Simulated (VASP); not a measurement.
Here is a VASP 6.6.1 calculation.

Contents of INCAR:

```
ALGO     = Normal         # electronic algorithm
EDIFF    = 1E-6           # SCF threshold, eV
ENCUT    = 520            # plane-wave cutoff, eV
ISIF     = 2              # what is computed and relaxed
ISMEAR   = 0              # smearing method
LASPH    = True           # aspherical terms in the spheres
LCHARG   = False          # write CHGCAR
LREAL    = False          # projectors in reciprocal space
LWAVE    = False          # write WAVECAR
NBANDS   = 20             # bands
NELM     = 60             # most SCF steps
PREC     = Accurate       # precision mode
SIGMA    = 0.15           # smearing width, eV
```

Contents of KPOINTS:

```
k-points
0
Gamma
  18 18 10
```

Contents of POSCAR:

```
Ta2N
1.0
    2.9811006896      0.0000000000      0.0000000000
   -1.4905503448      2.5817089285      0.0000000000
    0.0000000000      0.0000000000      5.0499845683
Ta N
2 1
Direct
    0.6666666667      0.3333333333      0.7466885012
    0.3333333333      0.6666666667      0.2533114988
    0.0000000000      0.0000000000      0.0000000000
```

Potentials or basis: VASP PAW LDA potentials, release 64 (Ta_pv, N).

Command:

```console
$ cat potpaw_LDA.64/Ta_pv/POTCAR potpaw_LDA.64/N/POTCAR > POTCAR
$ mpirun -np 1 vasp_std > vasp.out
```

(1) Estimate the largest force.

(2) Estimate the pressure.

Answers

(1) 0.660 eV/Å.

(2) 2.2 GPa.
